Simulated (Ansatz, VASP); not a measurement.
**P in VASP and in Ansatz**

```
P
1.0
     0.00000    2.06428    2.06428
     2.06428    0.00000    2.06428
     2.06428    2.06428    0.00000
P
2
Direct
  0.87500 0.87500 0.87500
  0.12500 0.12500 0.12500
```

Change from the starting cell: volume scaled by 0.45, PAW files.

Alike in both runs: task single point; functional PBEsol; k mesh 12 × 12 × 12; occupations fermi-dirac, width 0.08 eV; no spin polarisation.

|  | VASP | Ansatz |
| --- | --- | --- |
| version | VASP 6.6.1 | Ansatz 0.2.0 |
| potentials or method | VASP PAW PBE potentials, release 64 (P) | PAW with Ansatz's default frozen-core files, scalar-relativistic |
| plane-wave cutoff (eV) | 520 | 420 |
| valence electrons in the cell | 10 | 10 |

VASP gave:

* pressure (GPa): 278.1

**Question.** Which values does Ansatz return?

**Answer.** Pressure (GPa): 280.0.

VASP's potentials were made for PBE, not for PBEsol. Both programs put the cell under a high pressure, so it lies far from rest at this level.

Noted on VASP's run: the cell as given lies far from equilibrium.
